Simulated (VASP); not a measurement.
# ScB (F-43m) in VASP: further runs, part 2 of 2

VASP 6.6.1.

## Step 3: Single point, r2SCAN

This run uses another cell than the first one, of 19.48 Å³/atom, 1.353 times its volume.

File POSCAR:

```
ScB
1.0
    0.0000000000      2.6906291556      2.6906291556
    2.6906291556      0.0000000000      2.6906291556
    2.6906291556      2.6906291556      0.0000000000
Sc B
1 1
Direct
    0.0000000000      0.0000000000      0.0000000000
    0.7500000000      0.7500000000      0.7500000000
```

File INCAR.step1:

```
  PREC = Accurate
  ENCUT = 520
  ISMEAR = 0
  SIGMA = 0.1
  LREAL = F
  LASPH = T
  NELM = 80
  NBANDS = 14
  GGA = PE
  ALGO = Normal
  EDIFF = 1E-4
  LWAVE = T
  LCHARG = F
```

File INCAR.step2:

```
  PREC = Accurate
  ENCUT = 520
  EDIFF = 1E-7
  ISMEAR = 0
  SIGMA = 0.1
  LREAL = F
  LASPH = T
  NELM = 80
  ALGO = Normal
  ISIF = 2
  LWAVE = F
  LCHARG = F
  METAGGA = R2SCAN
  LMIXTAU = T
  NBANDS = 14
  ISTART = 1
```

File KPOINTS:

```
Automatic mesh
0
Gamma
  6 6 6
```

Potentials or basis: VASP PAW PBE potentials, release 64 (Sc_sv, B).

On the command line:

```bash
$ cat potpaw_PBE.64/Sc_sv/POTCAR potpaw_PBE.64/B/POTCAR > POTCAR
$ cp INCAR.step1 INCAR
$ mpirun -np 1 vasp_std > vasp.out
$ cp INCAR.step2 INCAR
$ mpirun -np 1 vasp_std > vasp.out
```

OUTCAR:

```text
PREC = Accurate
   ENCUT = 520
   EDIFF = 1E-7
   ISMEAR = 0
   LREAL = F
   LASPH = T
   NELM = 80
   ISIF = 2
   METAGGA = R2SCAN
   ISTART = 1

 ion  position               nearest neighbor table
   1  0.000  0.000  0.000-   2 2.33   2 2.33   2 2.33   2 2.33
   2  0.750  0.750  0.750-   1 2.33   1 2.33   1 2.33   1 2.33

  LATTYP: Found a face centered cubic cell.
 ALAT       =     5.3812583112

  Lattice vectors:

 A1 = (   0.0000000000,   2.6906291556,   2.6906291556)
 A2 = (   2.6906291556,   0.0000000000,   2.6906291556)
 A3 = (   2.6906291556,   2.6906291556,   0.0000000000)

Analysis of symmetry for initial positions (statically):
=====================================================================
 Subroutine PRICEL returns:
 Original cell was already a primitive cell.

 Routine SETGRP: Setting up the symmetry group for a
 face centered cubic supercell.

 Subroutine GETGRP returns: Found 24 space group operations
 (whereof 24 operations were pure point group operations)
 out of a pool of 48 trial point group operations.

The static configuration has the point symmetry T_d .

Analysis of symmetry for dynamics (positions and initial velocities):
=====================================================================
 Subroutine PRICEL returns:
 Original cell was already a primitive cell.

 Routine SETGRP: Setting up the symmetry group for a
 face centered cubic supercell.

 Subroutine GETGRP returns: Found 24 space group operations
 (whereof 24 operations were pure point group operations)
 out of a pool of 48 trial point group operations.

The dynamic configuration has the point symmetry T_d .

 Subroutine INISYM returns: Found 24 space group operations
 (whereof 24 operations are pure point group operations),
 and found     1 'primitive' translations

----------------------------------------------------------------------------------------
[... 111 lines left out ...]
   AEXX    =    0.0000 exact exchange contribution
   IVDW    =     0    specifies the selected vdW correction
   LEPSILON=     F    determine dielectric tensor
   LRPA    =     F    only Hartree local field effects (RPA)
 non-spin polarized calculation
 Gauss-broadening in eV      SIGMA  =   0.10
  energy-cutoff  :      520.00
  volume of cell :       38.96
 maximum number of plane-waves:      1067
   NGX = 15   NGY = 15   NGZ = 15

 number of electron      13.9999998 magnetization

 Free energy of the ion-electron system (eV)
  ---------------------------------------------------
  ext. energy  EPLUGINS =         0.00000000
  ---------------------------------------------------
  free energy    TOTEN  =       -16.74639303 eV

  energy without entropy =      -16.72822351  energy(sigma->0) =      -16.73730827

 E-fermi :   2.0891     XC(G=0):  -9.9027

 val. band max:        2.0612362854   @ k =   0.5000   0.0000   0.0000
 cond. band min:       2.1131918160   @ k =   0.3333   0.1667   0.0000
 fundamental gap:      0.0519555306
 Fermi energy:         2.0891188890

 k-point     1 :       0.0000    0.0000    0.0000
  band No.  band energies     occupation
      1     -48.5817      2.00000
      2     -26.2305      2.00000
      3     -26.2305      2.00000
      4     -26.2304      2.00000
      5      -5.5544      2.00000
      6       1.6602      2.00000
      7       1.6603      2.00000
      8       1.6603      2.00000
      9       5.4285      0.00000
     10       5.4285      0.00000
     11       8.5777      0.00000
     12      10.1214      0.00000
     13      10.1214      0.00000
     14      10.1214      0.00000
[... 241 lines left out ...]
      1     -48.5689      2.00000
      2     -26.3248      2.00000
      3     -26.2888      2.00000
      4     -26.2745      2.00000
      5      -3.2065      2.00000
      6       0.3278      2.00000
      7       2.1265      0.59753
      8       2.7348      0.00000
      9       3.5964      0.00000
     10       5.5092      0.00000
     11       6.3058      0.00000
     12       6.8349      0.00000
     13       7.7431      0.00000
     14      12.2097      0.00000

------------------------ aborting loop because EDIFF is reached ----------------------------------------

  FORCE on cell =-STRESS in cart. coord.  units (eV):
  Direction    XX          YY          ZZ          XY          YZ          ZX
  --------------------------------------------------------------------------------------
  -------------------------------------------------------------------------------------
  Total        0.0786431      0.0786431      0.0786431      0.0000000     -0.0000000      0.0000000
  in kB        3.2342968      3.2342968      3.2342968      0.0000000     -0.0000000      0.0000000
  external PRESSURE =       3.2342968 kB  Pullay stress =       0.0000000 kB

 VOLUME and BASIS-vectors are now :
 -----------------------------------------------------------------------------
  energy-cutoff  :      520.00
  volume of cell :       38.96
      direct lattice vectors                 reciprocal lattice vectors
     0.000000000  2.690629156  2.690629156    -0.185830143  0.185830143  0.185830143
     2.690629156  0.000000000  2.690629156     0.185830143 -0.185830143  0.185830143
     2.690629156  2.690629156  0.000000000     0.185830143  0.185830143 -0.185830143

 POSITION                                       TOTAL-FORCE (eV/Angst)
 -----------------------------------------------------------------------------------
      0.00000      0.00000      0.00000         0.000000      0.000000      0.000000
      4.03594      4.03594      4.03594        -0.000000     -0.000000     -0.000000
 -----------------------------------------------------------------------------------
    total drift:                                0.000000      0.000000      0.000000

  FREE ENERGIE OF THE ION-ELECTRON SYSTEM (eV)
  ---------------------------------------------------
  free  energy   TOTEN  =       -16.7463930278 eV

  energy  without entropy=      -16.7282235082  energy(sigma->0) =      -16.73730827
```

OSZICAR.step1:

```text
N       E                     dE             d eps       ncg     rms          rms(c)
DAV:   1     0.964107453085E+02    0.96411E+02   -0.62973E+03   448   0.984E+02
DAV:   2    -0.895134942959E+01   -0.10536E+03   -0.10268E+03   448   0.293E+02
DAV:   3    -0.131929382072E+02   -0.42416E+01   -0.40617E+01   702   0.621E+01
DAV:   4    -0.132629853185E+02   -0.70047E-01   -0.69111E-01   530   0.601E+00
DAV:   5    -0.132646250168E+02   -0.16397E-02   -0.16394E-02   640   0.841E-01    0.880E+00
DAV:   6    -0.110009621724E+02    0.22637E+01   -0.44394E+00   690   0.251E+01    0.195E+00
DAV:   7    -0.110023517323E+02   -0.13896E-02   -0.20228E-01   540   0.298E+00    0.126E+00
DAV:   8    -0.110021092146E+02    0.24252E-03   -0.20430E-02   656   0.187E+00    0.290E-01
DAV:   9    -0.110017162678E+02    0.39295E-03   -0.24273E-03   708   0.820E-01    0.620E-02
DAV:  10    -0.110016601998E+02    0.56068E-04   -0.32260E-04   668   0.275E-01
   1 F= -.11001660E+02 E0= -.10992064E+02  d E =-.191923E-01
```

Wall time 55 s (1 thread of AMD EPYC 7R43 (Zen 3), shared host); peak memory 0.13 GiB.

What came out:

* Free energy: -16.7464 eV
* Pressure: 0.3 GPa
* Band gap on the k mesh: zero (band 7 reaches 2.93 eV, above the bottom of band 8 at 1.66 eV)

Caveat: the PAW data sets were made with another functional, which shifts forces and pressure a little.

## Step 4: Relaxation of cell and atoms, r2SCAN

File POSCAR:

```
ScB
1.0
    0.0000000000      2.4328393772      2.4328393772
    2.4328393772      0.0000000000      2.4328393772
    2.4328393772      2.4328393772      0.0000000000
Sc B
1 1
Direct
    0.0000000000      0.0000000000      0.0000000000
    0.7500000000      0.7500000000      0.7500000000
```

File INCAR.step1:

```
SYSTEM = ScB
ALGO     = Normal         ! electronic algorithm
EDIFF    = 1E-4           ! SCF threshold, eV
ENCUT    = 600            ! plane-wave cutoff, eV
GGA      = PE             ! functional
ISMEAR   = 0              ! smearing method
LASPH    = .True.         ! aspherical terms in the spheres
LCHARG   = .False.        ! write CHGCAR
LREAL    = .False.        ! projectors in reciprocal space
LWAVE    = .True.         ! write WAVECAR
NELM     = 80             ! most SCF steps
PREC     = Accurate       ! precision mode
SIGMA    = 0.1            ! smearing width, eV
```

File INCAR.step2:

```
SYSTEM = ScB
ALGO     = Normal         ! electronic algorithm
EDIFF    = 1E-7           ! SCF threshold, eV
EDIFFG   = -0.04          ! ionic threshold
ENCUT    = 600            ! plane-wave cutoff, eV
IBRION   = 2              ! ionic algorithm
ISIF     = 3              ! what is computed and relaxed
ISMEAR   = 0              ! smearing method
ISTART   = 1            
LASPH    = .True.         ! aspherical terms in the spheres
LCHARG   = .False.        ! write CHGCAR
LMIXTAU  = .True.       
LREAL    = .False.        ! projectors in reciprocal space
LWAVE    = .False.        ! write WAVECAR
METAGGA  = R2SCAN         ! meta-GGA
NELM     = 80             ! most SCF steps
NSW      = 90             ! ionic steps
PREC     = Accurate       ! precision mode
SIGMA    = 0.1            ! smearing width, eV
```

File KPOINTS:

```
k-points
0
Gamma
  6 6 6
  0 0 0
```

On the command line:

```bash
$ cat potpaw_PBE.64/Sc_sv/POTCAR potpaw_PBE.64/B/POTCAR > POTCAR
$ cp INCAR.step1 INCAR
$ mpirun -np 1 vasp_std > vasp.out
$ cp INCAR.step2 INCAR
$ mpirun -np 1 vasp_std > vasp.out
```

It took 2.9 min on 1 thread of AMD EPYC 7R43 (Zen 3), shared host; peak memory 0.13 GiB.

It converged, with:

```yaml
Free_energy: -16.7432 eV
Relaxed_volume: 19.48 Å³/atom
Relaxed_cell: a = 3.805 Å, b = 3.805 Å, c = 3.805 Å, α = 60.00°, β = 60.00°, γ = 60.00°
Space_group_after_relaxing_to_0.05_Å: F-43m (No. 216)
Energy_gained_by_relaxing: 433.3 meV/atom
Ionic_steps: 3
Pressure_after_relaxing: 0.3 GPa
Band_gap_on_the_k_mesh: zero (band 7 reaches 2.93 eV, above the bottom of band 8 at 1.66 eV)
```

Step by step:
```csv
step,energy change (eV),largest force (eV/Å),pressure (GPa),volume (Å³)
1,0.0000,0.0000,33.86,28.80
2,-0.7871,0.0000,-5.52,43.43
3,-0.8666,0.0000,0.31,38.96
```

Final structure:
```xyz
2
Lattice="0.0000 2.6907 2.6907 2.6907 0.0000 2.6907 2.6907 2.6907 0.0000" Properties=species:S:1:pos:R:3 pbc="T T T"
Sc    0.0000    0.0000    0.0000
B     4.0361    4.0361    4.0361
```

Levels at points of the mesh, in eV from the Fermi level:
| k point | band 3 | band 4 | band 5 | band 6 | band 7 | band 8 | band 9 | band 10 | band 11 |
| --- | --- | --- | --- | --- | --- | --- | --- | --- | --- |
| (0.00, 0.00, 0.00) | -28.32 | -28.32 | -7.64 | -0.43 | -0.43 | -0.43 | 3.34 | 3.34 | 6.49 |
| (0.50, 0.00, 0.00) | -28.34 | -28.34 | -5.89 | -2.01 | -0.03 | -0.03 | 3.71 | 3.71 | 3.94 |
| (0.50, 0.50, 0.00) | -28.36 | -28.36 | -5.29 | -2.25 | 0.84 | 0.84 | 1.38 | 4.09 | 4.45 |

Caveat: the k points lie up to 0.34 Å⁻¹ apart in the final cell; the volume moved by over 15 % at a fixed basis, so the end points are rough; the PAW data sets were made with another functional, which shifts forces and pressure a little.

## Step 5: Single point, r2SCAN

This run uses another cell than the first one, of 19.58 Å³/atom, 1.360 times its volume.

File POSCAR:

```
ScB
1.0
    0.0000000000      2.6954300452      2.6954300452
    2.6954300452      0.0000000000      2.6954300452
    2.6954300452      2.6954300452      0.0000000000
Sc B
1 1
Direct
    0.0000000000      0.0000000000      0.0000000000
    0.2500000000      0.2500000000      0.2500000000
```

File INCAR.step1:

```
SYSTEM = ScB
PREC = Accurate ; ENCUT = 520
ISMEAR = 0 ; SIGMA = 0.1
LREAL = .False. ; LASPH = .True.
NELM = 60 ; NBANDS = 14
GGA = PE ; ALGO = Normal
EDIFF = 1E-4 ; LWAVE = .True.
LCHARG = .False.
```

File INCAR.step2:

```
SYSTEM = ScB
PREC = Accurate ; ENCUT = 520
EDIFF = 1E-7 ; ISMEAR = 0
SIGMA = 0.1 ; LREAL = .False.
LASPH = .True. ; NELM = 60
ALGO = Normal ; ISIF = 2
LWAVE = .False. ; LCHARG = .False.
METAGGA = R2SCAN ; LMIXTAU = .True.
NBANDS = 14 ; ISTART = 1
```

File KPOINTS:

```
Automatic mesh
0
Gamma
  18 18 18
  0 0 0
```

On the command line:

```bash
$ cat potpaw_PBE.64/Sc_sv/POTCAR potpaw_PBE.64/B/POTCAR > POTCAR
$ cp INCAR.step1 INCAR
$ mpirun -np 1 vasp_std > vasp.out
$ cp INCAR.step2 INCAR
$ mpirun -np 1 vasp_std > vasp.out
```

Run time: 7.9 min. Hardware: 1 thread of AMD EPYC 7R43 (Zen 3), shared host; peak memory 0.21 GiB.

It converged, with:

```
Free energy            : -16.7470 eV
Pressure               : 0.2 GPa
Band gap on the k mesh : zero (band 7 reaches 2.88 eV, above the bottom of band 8 at 1.62 eV)
```

Levels at points of the mesh, in eV from the Fermi level:
```csv
k point,band 5,band 6,band 7,band 8,band 9,band 10
"(0.00, 0.00, 0.00)",-7.60,-0.40,-0.40,-0.40,3.33,3.33
"(0.50, 0.00, 0.00)",-5.85,-1.97,0.00,0.00,3.70,3.70
"(0.50, 0.50, 0.00)",-5.26,-2.21,0.86,0.86,1.40,4.07
```

Caveat: the PAW data sets were made with another functional, which shifts forces and pressure a little.

## Step 6: Summary

| task | cell | k mesh | cutoff (eV) | gap on the mesh (eV) | pressure (GPa) |
| --- | --- | --- | --- | --- | --- |
| single point | a = 3.441 Å, angles 60.0°, 2 atoms | 6 × 6 × 6 | 520 | none | 33.8 |
| single point | a = 3.805 Å, angles 60.0°, 2 atoms | 6 × 6 × 6 | 520 | none | 0.3 |
| relaxation of cell and atoms | relaxed from a = 3.441 Å, angles 60.0°, 2 atoms | 6 × 6 × 6 | 600 | none | 0.3 |
| single point | a = 3.812 Å, angles 60.0°, 2 atoms | 18 × 18 × 18 | 520 | none | 0.2 |

Alike in all rows: level r2SCAN; potentials or basis VASP PAW PBE potentials, release 64 (Sc_sv, B); no spin polarisation; smearing gaussian 0.1 eV.

Caveats: some runs use coarse meshes; the PAW data sets were made with another functional, which shifts forces and pressure a little; the volume moved by over 15 % at a fixed basis, so the end points are rough (some runs).

Total energies depend on the potentials used, so only differences within one code and one set of settings carry meaning.
